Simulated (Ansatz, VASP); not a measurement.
MgO in VASP and in Ansatz

```
Mg O
1.0
     0.00000    2.13515    2.13515
     2.13515    0.00000    2.13515
     2.13515    2.13515    0.00000
Mg O
1 1
Direct
  0.00000 0.00000 0.00000
  0.50000 0.50000 0.50000
```

Alike in both runs: task single point; functional LDA; k mesh 6 × 6 × 6; occupations gaussian, width 0.05 eV; no spin polarisation.

```csv
,VASP,Ansatz
version,VASP 6.6.1,Ansatz 0.2.0
potentials or method,"VASP PAW LDA potentials, release 64 (Mg_sv, O), cutoff 750 eV","scalar-relativistic, plane waves, PAW"
valence electrons in the cell,16,16
```

|  | VASP | Ansatz | Ansatz less VASP |
| --- | --- | --- | --- |
| gap on the k mesh at the Fermi level (eV) | 4.28 | 4.27 | -0.016 |
| least direct gap on the mesh (eV) | 4.28 | 4.27 | -0.016 |
| pressure (GPa) | -11.7 | -11.6 | +0.17 |

LDA's correlation is that of Perdew and Zunger in VASP and of Perdew and Wang (1992) in Ansatz.

The k mesh is coarse, so the values compare programs but aren't converged.
